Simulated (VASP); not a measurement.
# Si4C5 in VASP: further runs, part 2 of 2

VASP 6.6.1. The steps go on from the part before.

### 4 Single point, PBE, collinear spin

INCAR

```
PREC = Accurate
ENCUT = 520
EDIFF = 1E-6
ISMEAR = 0
SIGMA = 0.05
LREAL = F
LASPH = T
NELM = 150
ALGO = Normal
ISIF = 2
LWAVE = F
LCHARG = F
ISPIN = 2
MAGMOM = 0 0 0 0 0 0 0 0 2
LORBIT = 11
LDIPOL = T
IDIPOL = 3
DIPOL = 0.5 0.5 0.322
GGA = PE
NBANDS = 32
```

KPOINTS

```
Automatic mesh
0
Gamma
  9 5 1
```

POSCAR

```
Si4C5
1.0
    3.0920147294      0.0000000000      0.0000000000
    0.0000000000      5.0738209150      0.0000000000
    0.0000000000      0.0000000000     18.9686857271
Si C
4 5
Direct
    0.0000000000      0.9954360478      0.2108738611
    0.5000000000      0.4954360478      0.2579297184
    0.5000000000      0.9936728437      0.3565277199
    0.0000000000      0.4650509218      0.3853429993
    0.0000000000      0.6195639522      0.2108738611
    0.5000000000      0.1195639522      0.2579297184
    0.5000000000      0.6250367736      0.3569005385
    0.0000000000      0.1238202484      0.3937376492
    0.0000000000      0.2904869151      0.4653167250
```

Potentials or basis: VASP PAW PBE potentials, release 64 (Si, C).

Started as:

```
> cat potpaw_PBE.64/Si/POTCAR potpaw_PBE.64/C/POTCAR > POTCAR
> mpirun -np 1 vasp_std > vasp.out
```

OUTCAR:

```text
PREC = Accurate
   ENCUT = 520
   EDIFF = 1E-6
   ISMEAR = 0
   LREAL = F
   LASPH = T
   NELM = 150
   ISIF = 2
   ISPIN = 2
   LORBIT = 11
   GGA = PE

 ion  position               nearest neighbor table
   1  0.000  0.995  0.211-   6 1.89   6 1.89   5 1.91   2 3.10   2 3.10   2 3.10   2 3.10
   2  0.500  0.495  0.258-   5 1.89   5 1.89   6 1.91   7 1.99   4 2.87   4 2.87   1 3.10   1 3.10
                             1 3.10   1 3.10   3 3.14
   3  0.500  0.994  0.357-   8 1.82   8 1.82   7 1.87   6 1.98   4 2.90   4 2.90   4 3.14   4 3.14
                             2 3.14
   4  0.000  0.465  0.385-   8 1.74   9 1.76   7 1.83   7 1.83   2 2.87   2 2.87   3 2.90   3 2.90
                             3 3.14   3 3.14
   5  0.000  0.620  0.211-   2 1.89   2 1.89   1 1.91
   6  0.500  0.120  0.258-   1 1.89   1 1.89   2 1.91   3 1.98
   7  0.500  0.625  0.357-   4 1.83   4 1.83   3 1.87   2 1.99
   8  0.000  0.124  0.394-   9 1.60   4 1.74   3 1.82   3 1.82
   9  0.000  0.290  0.465-   8 1.60   4 1.76

  LATTYP: Found a simple orthorhombic cell.
 ALAT       =     3.0920147294
 B/A-ratio  =     1.6409433198
 C/A-ratio  =     6.1347333008

  Lattice vectors:

 A1 = (   3.0920147294,   0.0000000000,   0.0000000000)
 A2 = (   0.0000000000,   5.0738209150,   0.0000000000)
[... 1219 lines left out ...]
     3.092014729  0.000000000  0.000000000     0.323413725  0.000000000  0.000000000
     0.000000000  5.073820915  0.000000000     0.000000000  0.197090125  0.000000000
     0.000000000  0.000000000 18.968685727     0.000000000  0.000000000  0.052718465

 POSITION                                       TOTAL-FORCE (eV/Angst)
 -----------------------------------------------------------------------------------
      0.00000      5.05066      4.00000         0.000000     -2.191753      1.678955
      1.54601      2.51375      4.89259         0.000000      1.013305     -2.416475
      1.54601      5.04172      6.76286         0.000000     -1.440591     -1.676670
      0.00000      2.35959      7.30945         0.000000      4.719568     -0.256337
      0.00000      3.14356      4.00000         0.000000      1.270367      1.421137
      1.54601      0.60665      4.89259         0.000000      0.299190     -0.293071
      1.54601      3.17132      6.76993         0.000000     -0.187171     -1.169715
      0.00000      0.62824      7.46869         0.000000     -1.156441      2.699715
      0.00000      1.47388      8.82645         0.000000     -2.326476      0.012462
 -----------------------------------------------------------------------------------
    total drift:                                0.000000     -0.000131      0.000055

  FREE ENERGIE OF THE ION-ELECTRON SYSTEM (eV)
  ---------------------------------------------------
  free  energy   TOTEN  =       -60.3174486871 eV

  energy  without entropy=      -60.3147408282  energy(sigma->0) =      -60.31609476

 vacuum level on the upper side and lower side of the slab         5.142         3.683

 total charge

# of ion       s       p       d       tot
------------------------------------------
    1        0.745   0.870   0.000   1.615
    2        0.710   0.922   0.000   1.632
    3        0.725   0.955   0.000   1.680
    4        0.733   1.080   0.000   1.813
    5        0.854   1.531   0.000   2.386
    6        0.848   1.634   0.000   2.482
    7        0.849   1.702   0.000   2.551
    8        0.861   1.740   0.000   2.601
    9        0.946   1.297   0.000   2.243
--------------------------------------------------
tot          7.271  11.732   0.000  19.003

 magnetization (x)

# of ion       s       p       d       tot
------------------------------------------
    1       -0.008  -0.021   0.000  -0.030
    2        0.001   0.004   0.000   0.004
    3        0.004   0.003   0.000   0.007
    4        0.002   0.058   0.000   0.060
    5        0.002   0.028   0.000   0.029
    6        0.000   0.005   0.000   0.006
    7        0.004   0.030   0.000   0.033
    8        0.000   0.034   0.000   0.034
    9        0.050   0.299   0.000   0.350
--------------------------------------------------
tot          0.054   0.439   0.000   0.493
```

Wall time 20 min (1 thread of AMD EPYC 7R13, shared host); peak memory 0.53 GiB.

Results:

| Property | Result |
| --- | --- |
| Free energy | -60.3174 eV |
| Largest force | 4.727 eV/Å |
| Net moment | 0.89 μB per cell |
| Site moments | Si -0.03, +0.00, +0.01, +0.06; C +0.03, +0.01, +0.35 μB |
| Valence electrons inside the program's atomic spheres | Si 1.61, 1.63, 1.68, 1.81; C 2.39, 2.48, 2.55, 2.60, 2.24 |

Forces in eV/Å, atoms in the order of the input:
```
Si   0.000 -2.192  1.679
Si   0.000  1.013 -2.416
Si   0.000 -1.441 -1.677
Si   0.000  4.720 -0.256
C    0.000  1.270  1.421
C    0.000  0.299 -0.293
C    0.000 -0.187 -1.170
C    0.000 -1.156  2.700
C    0.000 -2.326  0.012
```

### 5 Single point, PBE, collinear spin

INCAR

```
SYSTEM = Si4C5
PREC     = Accurate       ! precision mode
ENCUT    = 520            ! plane-wave cutoff, eV
EDIFF    = 1E-6           ! SCF threshold, eV
ISMEAR   = 0              ! smearing method
SIGMA    = 0.05           ! smearing width, eV
LREAL    = .FALSE.        ! projectors in reciprocal space
LASPH    = .TRUE.         ! aspherical terms in the spheres
NELM     = 150            ! most SCF steps
ALGO     = Normal         ! electronic algorithm
ISIF     = 2              ! what is computed and relaxed
LWAVE    = .FALSE.        ! write WAVECAR
LCHARG   = .FALSE.        ! write CHGCAR
ISPIN    = 2              ! spin polarisation
MAGMOM   = 0 0 0 0 0 0 0 0 2 ! initial moments
LORBIT   = 11             ! projections on sites
LDIPOL   = .TRUE.       
IDIPOL   = 3            
DIPOL    = 0.5 0.5 0.321
GGA      = PE             ! functional
NBANDS   = 32             ! bands
```

KPOINTS

```
Automatic mesh
0
G
  9 5 1
  0 0 0
```

POSCAR: that of step 4 with these lines changed.

```diff
@@ -16,2 +16,2 @@
     0.0000000000      0.1238202484      0.3937376492
-    0.0000000000      0.2904869151      0.4653167250
+    0.5000000000      0.1238202484      0.4561340161
```

Potentials or basis: VASP PAW PBE potentials, release 64 (Si, C).

Started as:

```
> cat potpaw_PBE.64/Si/POTCAR potpaw_PBE.64/C/POTCAR > POTCAR
> mpirun -np 1 vasp_std > vasp.out
```

OUTCAR:

```text
SYSTEM = Si4C5
   PREC = Accurate
   ENCUT = 520
   EDIFF = 1E-6
   ISMEAR = 0
   LREAL = .FALSE.
   LASPH = .TRUE.
   NELM = 150
   ISIF = 2
   ISPIN = 2
   LORBIT = 11
   GGA = PE

 ion  position               nearest neighbor table
   1  0.000  0.995  0.211-   6 1.89   6 1.89   5 1.91   2 3.10   2 3.10   2 3.10   2 3.10
   2  0.500  0.495  0.258-   5 1.89   5 1.89   6 1.91   7 1.99   4 2.87   4 2.87   1 3.10   1 3.10
                             1 3.10   1 3.10   3 3.14
   3  0.500  0.994  0.357-   8 1.82   8 1.82   7 1.87   6 1.98   9 2.00   4 2.90   4 2.90   4 3.14
                             4 3.14   2 3.14
   4  0.000  0.465  0.385-   8 1.74   7 1.83   7 1.83   2 2.87   2 2.87   3 2.90   3 2.90   3 3.14
                             3 3.14
   5  0.000  0.620  0.211-   2 1.89   2 1.89   1 1.91
   6  0.500  0.120  0.258-   1 1.89   1 1.89   2 1.91   3 1.98
   7  0.500  0.625  0.357-   4 1.83   4 1.83   3 1.87   2 1.99
   8  0.000  0.124  0.394-   4 1.74   3 1.82   3 1.82   9 1.95   9 1.95
   9  0.500  0.124  0.456-   8 1.95   8 1.95   3 2.00

  LATTYP: Found a simple orthorhombic cell.
 ALAT       =     3.0920147294
 B/A-ratio  =     1.6409433198
 C/A-ratio  =     6.1347333008

  Lattice vectors:

 A1 = (   3.0920147294,   0.0000000000,   0.0000000000)
 A2 = (   0.0000000000,   5.0738209150,   0.0000000000)
 A3 = (   0.0000000000,   0.0000000000,  18.9686857271)

Analysis of symmetry for initial positions (statically):
=====================================================================
 Subroutine PRICEL returns:
 Original cell was already a primitive cell.

 Routine SETGRP: Setting up the symmetry group for a
 simple orthorhombic supercell.

 Subroutine GETGRP returns: Found  2 space group operations
 (whereof  2 operations were pure point group operations)
 out of a pool of  8 trial point group operations.

The static configuration has the point symmetry C_1h.

Analysis of symmetry for dynamics (positions and initial velocities):
=====================================================================
 Subroutine PRICEL returns:
 Original cell was already a primitive cell.

 Routine SETGRP: Setting up the symmetry group for a
 simple orthorhombic supercell.

 Subroutine GETGRP returns: Found  2 space group operations
 (whereof  2 operations were pure point group operations)
 out of a pool of  8 trial point group operations.

The dynamic configuration has the point symmetry C_1h.

Analysis of structural, dynamic, and magnetic symmetry:
=====================================================================
 Subroutine PRICEL returns:
 Original cell was already a primitive cell.

 Routine SETGRP: Setting up the symmetry group for a
 simple orthorhombic supercell.

 Subroutine GETGRP returns: Found  2 space group operations
 (whereof  2 operations were pure point group operations)
 out of a pool of  8 trial point group operations.

The overall configuration has the point symmetry C_1h.

 Subroutine INISYM returns: Found  2 space group operations
 (whereof  2 operations are pure point group operations),
 and found     1 'primitive' translations

----------------------------------------------------------------------------------------

                                     Primitive cell
[... 117 lines left out ...]
  Fermi-wavevector in a.u.,A,eV,Ry     =   0.809663  1.530041  8.919359  0.655554
  Thomas-Fermi vector in A             =   1.918696
   LORBIT       =     11    0 simple, 1 ext, 2 COOP (PROOUT), +10 PAW based schemes
   GGA     = PE    functional components
   LHFCALC =     F    Hartree Fock is set to
   AEXX    =    0.0000 exact exchange contribution
   IVDW    =     0    specifies the selected vdW correction
   LEPSILON=     F    determine dielectric tensor
   LRPA    =     F    only Hartree local field effects (RPA)
 spin polarized calculation
 Gauss-broadening in eV      SIGMA  =   0.05
  energy-cutoff  :      520.00
  volume of cell :      297.59
 maximum number of plane-waves:      8052
 NGX is ok and might be reduce to    24
   NGX = 11   NGY = 19   NGZ = 71

 dipolmoment           0.000000      0.000000     -0.030287 electrons x Angstroem

 number of electron      35.9999998 magnetization       0.6534960

 dipolmoment           0.000000      0.000000      0.079707 electrons x Angstroem

 Free energy of the ion-electron system (eV)
  ---------------------------------------------------
  ext. energy  EPLUGINS =         0.00000000
  ---------------------------------------------------
  free energy    TOTEN  =       -58.29034945 eV

  energy without entropy =      -58.28843524  energy(sigma->0) =      -58.28939235

 E-fermi :  -0.9515     XC(G=0):  -4.3951

 val. band max:       -0.9931542633   @ k =   0.0000   0.2000   0.0000
 cond. band min:      -0.9320293340   @ k =   0.0000   0.2000   0.0000
 fundamental gap:      0.0611249293
 Fermi energy:        -0.9515106746

 spin component 1

 k-point     1 :       0.0000    0.0000    0.0000
  band No.  band energies     occupation
      1     -17.9737      1.00000
      2     -15.5688      1.00000
      3     -14.2948      1.00000
      4     -12.1208      1.00000
      5     -10.7564      1.00000
      6      -9.9646      1.00000
[... 484 lines left out ...]
     29       6.1670      0.00000
     30       6.3509      0.00000
 Fermi energy:        -0.9515106746

 spin component 2

 k-point     1 :       0.0000    0.0000    0.0000
  band No.  band energies     occupation
      1     -17.9094      1.00000
      2     -15.5205      1.00000
      3     -14.2589      1.00000
      4     -12.1293      1.00000
      5     -10.6857      1.00000
      6      -9.8179      1.00000
[... 484 lines left out ...]
     29       6.2761      0.00000
     30       6.4950      0.00000
 [bands above 30 left out]

------------------------ aborting loop because EDIFF is reached ----------------------------------------

 vacuum level on the upper side and lower side of the slab       (xc-potential included)         0.448        -0.446

  FORCE on cell =-STRESS in cart. coord.  units (eV):
  Direction    XX          YY          ZZ          XY          YZ          ZX
  --------------------------------------------------------------------------------------
  -------------------------------------------------------------------------------------
  Total       -1.0837027      3.9973130     -2.4645535      0.0000000      1.5644901      0.0000000
  in kB       -5.8345427     21.5211172    -13.2688995      0.0000000      8.4230520      0.0000000
  external PRESSURE =       0.8058917 kB  Pullay stress =       0.0000000 kB

 VOLUME and BASIS-vectors are now :
 -----------------------------------------------------------------------------
  energy-cutoff  :      520.00
  volume of cell :      297.59
      direct lattice vectors                 reciprocal lattice vectors
     3.092014729  0.000000000  0.000000000     0.323413725  0.000000000  0.000000000
     0.000000000  5.073820915  0.000000000     0.000000000  0.197090125  0.000000000
     0.000000000  0.000000000 18.968685727     0.000000000  0.000000000  0.052718465

 POSITION                                       TOTAL-FORCE (eV/Angst)
 -----------------------------------------------------------------------------------
      0.00000      5.05066      4.00000         0.000000     -1.802812      1.459629
      1.54601      2.51375      4.89259         0.000000      0.609194     -2.683496
      1.54601      5.04172      6.76286         0.000000     -2.575156     -2.088581
      0.00000      2.35959      7.30945         0.000000      1.736398      0.796758
      0.00000      3.14356      4.00000         0.000000      1.027474      1.641246
      1.54601      0.60665      4.89259         0.000000      0.486753      0.050954
      1.54601      3.17132      6.76993         0.000000      0.130561     -0.254161
      0.00000      0.62824      7.46869         0.000000      0.177705      1.064056
      1.54601      0.62824      8.65226         0.000000      0.209884      0.013593
 -----------------------------------------------------------------------------------
    total drift:                                0.000000     -0.000159     -0.000011

  FREE ENERGIE OF THE ION-ELECTRON SYSTEM (eV)
  ---------------------------------------------------
  free  energy   TOTEN  =       -58.2903494546 eV

  energy  without entropy=      -58.2884352437  energy(sigma->0) =      -58.28939235

 vacuum level on the upper side and lower side of the slab         4.875         3.956

 total charge

# of ion       s       p       d       tot
------------------------------------------
    1        0.746   0.874   0.000   1.620
    2        0.711   0.922   0.000   1.633
    3        0.706   0.964   0.000   1.669
    4        0.747   0.953   0.000   1.700
    5        0.861   1.524   0.000   2.385
    6        0.846   1.635   0.000   2.481
    7        0.854   1.687   0.000   2.541
    8        0.861   1.653   0.000   2.514
    9        1.024   1.103   0.000   2.126
--------------------------------------------------
tot          7.356  11.314   0.000  18.669

 magnetization (x)

# of ion       s       p       d       tot
------------------------------------------
    1        0.032   0.088   0.000   0.120
    2        0.003   0.006   0.000   0.009
    3        0.005   0.005   0.000   0.010
    4        0.008   0.026   0.000   0.034
    5       -0.000  -0.032   0.000  -0.032
    6        0.001   0.002   0.000   0.003
    7       -0.001   0.000   0.000  -0.001
    8        0.003   0.014   0.000   0.017
    9        0.004   0.114   0.000   0.118
--------------------------------------------------
tot          0.054   0.223   0.000   0.277
```

It took 6.1 min on 1 thread of Intel Xeon 6975P-C (Granite Rapids), shared host; peak memory 0.55 GiB.

Results:

| Property | Result |
| --- | --- |
| Free energy | -58.2903 eV |
| Largest force | 3.316 eV/Å |
| Net moment | 0.65 μB per cell |
| Site moments | Si +0.12, +0.01, +0.03; C -0.03, +0.00, -0.00, +0.02, +0.12 μB |
| Valence electrons inside the program's atomic spheres | Si 1.62, 1.63, 1.67, 1.70; C 2.38, 2.48, 2.54, 2.51, 2.13 |

Forces on the atoms (eV/Å):
```
Si   0.000 -1.803  1.460
Si   0.000  0.609 -2.683
Si   0.000 -2.575 -2.089
Si   0.000  1.736  0.797
C    0.000  1.027  1.641
C    0.000  0.487  0.051
C    0.000  0.131 -0.254
C    0.000  0.178  1.064
C    0.000  0.210  0.014
```
